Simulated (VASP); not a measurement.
# PtSe (F-43m) in VASP: further runs, part 2 of 2

VASP 6.6.1. Earlier steps stand in the parts before.

## 3. Relaxation of cell and atoms, r2SCAN+rVV10

File POSCAR:

```
PtSe
1.0
    0.0000000000      3.0374472300      3.0374472300
    3.0374472300      0.0000000000      3.0374472300
    3.0374472300      3.0374472300      0.0000000000
Pt Se
1 1
Direct
    0.0000000000      0.0000000000      0.0000000000
    0.2500000000      0.2500000000      0.2500000000
```

File INCAR.step1:

```
SYSTEM = PtSe
PREC = Accurate
ENCUT = 600
ISMEAR = -1
SIGMA = 0.05
LREAL = .FALSE.
LASPH = .TRUE.
NELM = 100
GGA = PE
ALGO = Normal
EDIFF = 1E-4
LWAVE = .TRUE.
LCHARG = .FALSE.
```

File INCAR.step2:

```
SYSTEM = PtSe
PREC = Accurate
ENCUT = 600
EDIFF = 1E-6
ISMEAR = -1
SIGMA = 0.05
LREAL = .FALSE.
LASPH = .TRUE.
NELM = 100
ALGO = Normal
ISIF = 3
LWAVE = .FALSE.
LCHARG = .FALSE.
METAGGA = R2SCAN
LMIXTAU = .TRUE.
LUSE_VDW = .TRUE.
IVDW_NL = 2
BPARAM = 11.95
CPARAM = 0.0093
IBRION = 2
NSW = 60
EDIFFG = -0.01
ISTART = 1
```

File KPOINTS:

```
Automatic mesh
0
G
  8 8 8
  0 0 0
```

Potentials or basis: VASP PAW PBE potentials, release 64 (Pt, Se).

Started as:

```sh
cat potpaw_PBE.64/Pt/POTCAR potpaw_PBE.64/Se/POTCAR > POTCAR
cp INCAR.step1 INCAR
mpirun -np 1 vasp_std > vasp.out
cp INCAR.step2 INCAR
mpirun -np 1 vasp_std > vasp.out
```

OUTCAR:

```text
SYSTEM = PtSe
   PREC = Accurate
   ENCUT = 600
   EDIFF = 1E-6
   ISMEAR = -1
   LREAL = .FALSE.
   LASPH = .TRUE.
   NELM = 100
   ISIF = 3
   METAGGA = R2SCAN
   IVDW_NL = 2
   BPARAM = 11.95
   IBRION = 2
   NSW = 60
   EDIFFG = -0.01
   ISTART = 1

 ion  position               nearest neighbor table
   1  0.000  0.000  0.000-   2 2.63   2 2.63   2 2.63   2 2.63
   2  0.250  0.250  0.250-   1 2.63   1 2.63   1 2.63   1 2.63

  LATTYP: Found a face centered cubic cell.
 ALAT       =     6.0748944600

  Lattice vectors:

 A1 = (   0.0000000000,   3.0374472300,   3.0374472300)
 A2 = (   3.0374472300,   0.0000000000,   3.0374472300)
 A3 = (   3.0374472300,   3.0374472300,   0.0000000000)

Analysis of symmetry for initial positions (statically):
=====================================================================
 Subroutine PRICEL returns:
 Original cell was already a primitive cell.

 Routine SETGRP: Setting up the symmetry group for a
 face centered cubic supercell.

 Subroutine GETGRP returns: Found 24 space group operations
 (whereof 24 operations were pure point group operations)
 out of a pool of 48 trial point group operations.

The static configuration has the point symmetry T_d .

Analysis of symmetry for dynamics (positions and initial velocities):
=====================================================================
 Subroutine PRICEL returns:
 Original cell was already a primitive cell.

[... 151 lines left out ...]

 Free energy of the ion-electron system (eV)
  ---------------------------------------------------
  ext. energy  EPLUGINS =         0.00000000
  ---------------------------------------------------
  free energy    TOTEN  =       -64.75270155 eV

  energy without entropy =      -64.73115475  energy(sigma->0) =      -64.74192815

 E-fermi :   2.7499     XC(G=0):  -9.8069

 val. band max:        2.7460502373   @ k =  -0.2500   0.3750   0.1250
 cond. band min:       2.8760986693   @ k =   0.5000   0.1250   0.0000
 fundamental gap:      0.1300484320
 Fermi energy:         2.7498563694

 k-point     1 :       0.0000    0.0000    0.0000
  band No.  band energies     occupation
      1     -11.4164      2.00000
      2      -1.7960      2.00000
      3      -1.7960      2.00000
      4      -1.7960      2.00000
      5       0.5165      2.00000
      6       0.5165      2.00000
      7       3.3195      0.00002
      8       4.5029      0.00000
      9       4.5029      0.00000
     10       4.5029      0.00000
     11       9.6860      0.00000
     12       9.6860      0.00000
[... 560 lines left out ...]
--------------------------------------- Ionic step        7  -------------------------------------------

 number of electron      16.0000000 magnetization

 Free energy of the ion-electron system (eV)
  ---------------------------------------------------
  ext. energy  EPLUGINS =         0.00000000
  ---------------------------------------------------
  free energy    TOTEN  =       -65.40700864 eV

  energy without entropy =      -65.38995379  energy(sigma->0) =      -65.39848121

 E-fermi :   5.3245     XC(G=0): -10.9981

 val. band max:        5.3020154219   @ k =   0.2500   0.2500   0.0000
 cond. band min:       5.4461478809   @ k =  -0.3750   0.2500   0.1250
 fundamental gap:      0.1441324590
 Fermi energy:         5.3244890083

 k-point     1 :       0.0000    0.0000    0.0000
  band No.  band energies     occupation
      1     -10.2886      2.00000
      2      -0.7280      2.00000
      3      -0.7280      2.00000
      4      -0.7280      2.00000
      5       2.1584      2.00000
      6       2.1584      2.00000
      7       6.4453      0.00000
      8       7.8636      0.00000
      9       7.8636      0.00000
     10       7.8636      0.00000
     11      12.3889      0.00000
     12      12.3889      0.00000
[... 374 lines left out ...]
  FREE ENERGIE OF THE ION-ELECTRON SYSTEM (eV)
  ---------------------------------------------------
  free  energy   TOTEN  =       -65.4070086401 eV

  energy  without entropy=      -65.3899537858  energy(sigma->0) =      -65.39848121

 reached required accuracy - stopping structural energy minimisation
```

It took 11 min on 1 thread of Intel Xeon 6975P-C (Granite Rapids), shared host; peak memory 0.4 GiB.

Results:

| Property | Result |
| --- | --- |
| Free energy | -65.4070 eV |
| Relaxed volume | 22.25 Å³/atom |
| Relaxed cell | a = 3.978 Å, b = 3.978 Å, c = 3.978 Å, α = 60.00°, β = 60.00°, γ = 60.00° |
| Space group after relaxing (to 0.05 Å) | F-43m (No. 216) |
| Energy gained by relaxing | 327.2 meV/atom |
| Ionic steps | 7 |
| Pressure after relaxing | 0.0 GPa |
| Band gap on the k mesh | zero (band 8 reaches 7.86 eV, above the bottom of band 9 at 3.89 eV) |

Step by step:
```tsv
step	energy change (eV)	largest force (eV/Å)	pressure (GPa)	volume (Å³)
1	0.0000	0.0000	-14.31	56.05
2	-0.2117	0.0000	25.96	38.10
3	-0.6538	0.0000	-0.61	44.76
4	-0.6543	0.0000	-0.11	44.55
5	-0.6541	0.0000	0.43	44.33
6	-0.6540	0.0000	-0.45	44.69
7	-0.6543	0.0000	0.00	44.50
```

Final structure:
```
Pt Se
1.0
     0.00000    2.81267    2.81267
     2.81267    0.00000    2.81267
     2.81267    2.81267    0.00000
Pt Se
1 1
Direct
  0.00000 0.00000 0.00000
  0.25000 0.25000 0.25000
```

Caveat: the volume moved by over 15 % at a fixed basis, so the end points are rough; the PAW data sets were made with another functional, which shifts forces and pressure a little; spin-orbit coupling is left out, which moves the levels of the heavy elements.
